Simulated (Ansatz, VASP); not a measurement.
## As: VASP beside Ansatz

INCAR

```
  ALGO = Normal
  EDIFF = 1E-6
  ENCUT = 500
  GGA = PS
  GGA_COMPAT = False
  ISIF = 2
  ISMEAR = -1
  LASPH = True
  LCHARG = True
  LELF = True
  LREAL = False
  LVHAR = True
  LWAVE = False
  NBANDS = 8
  NELM = 120
  PREC = Accurate
  SIGMA = 0.05
```

Contents of KPOINTS:

```
k-points
0
Gamma
  10 10 10
```

Contents of POSCAR:

```
As
1.0
    2.6511780718      0.0000000000      0.0000000000
    0.0000000000      2.6511780718      0.0000000000
    0.0000000000      0.0000000000      2.8118290142
As
1
Direct
    0.5000000000      0.5000000000      0.5000000000
```

The input input.yaml:

```yaml
crystal:
  lattice:
    - [2.6511780718, 0.0, 0.0]
    - [0.0, 2.6511780718, 0.0]
    - [0.0, 0.0, 2.8118290142]
  atoms:
    - { symbol: As, position: [0.5, 0.5, 0.5] }
kpoints:
  mp_grid: { grid: [10, 10, 10] }
  band_path:
    path:
      - [0.0, 0.0, 0.0]
      - [0.0, 0.5, 0.0]
      - [0.5, 0.5, 0.0]
      - [0.0, 0.0, 0.0]
      - [0.0, 0.0, 0.5]
      - [0.0, 0.5, 0.5]
      - [0.5, 0.5, 0.5]
      - [0.0, 0.0, 0.5]
    npoints: 12
scf:
  occupations: { method: fermi_dirac, width: 0.05 }
hamiltonian:
  xc: pbesol
  pseudopotentials: { kind: all_electron, lapw: { basis_error: 0.001 } }
output:
  forces: true
  stress: true
  eigenvalues: true
```

Change from the starting cell: strain_z_fixed_volume = 0.04.

Alike in both runs: functional PBEsol; k mesh 10 × 10 × 10; occupations fermi-dirac, width 0.05 eV; no spin polarisation.

|  | VASP | Ansatz |
| --- | --- | --- |
| version | VASP 6.6.1 | Ansatz 0.2.0 |
| potentials or method | VASP PAW PBE potentials, release 64 (As), cutoff 500 eV | all-electron LAPW, scalar-relativistic |
| task | single point | band structure |

Ansatz gave:

```
gap on the k mesh at the Fermi level (eV)                     : none
pressure (GPa)                                                : -0.9
traceless stress, the component that is largest in VASP (GPa) : -7.52
```

**Question.** Estimate VASP's values.

**Answer.** gap on the k mesh at the Fermi level (eV): none; pressure (GPa): -0.6; traceless stress, the component that is largest in VASP (GPa): -7.60.

VASP's potentials were made for PBE, not for PBEsol. A gap of «none» marks a metal or a gap that the smearing closes. Ansatz ran all-electron here, and VASP with PAW potentials.
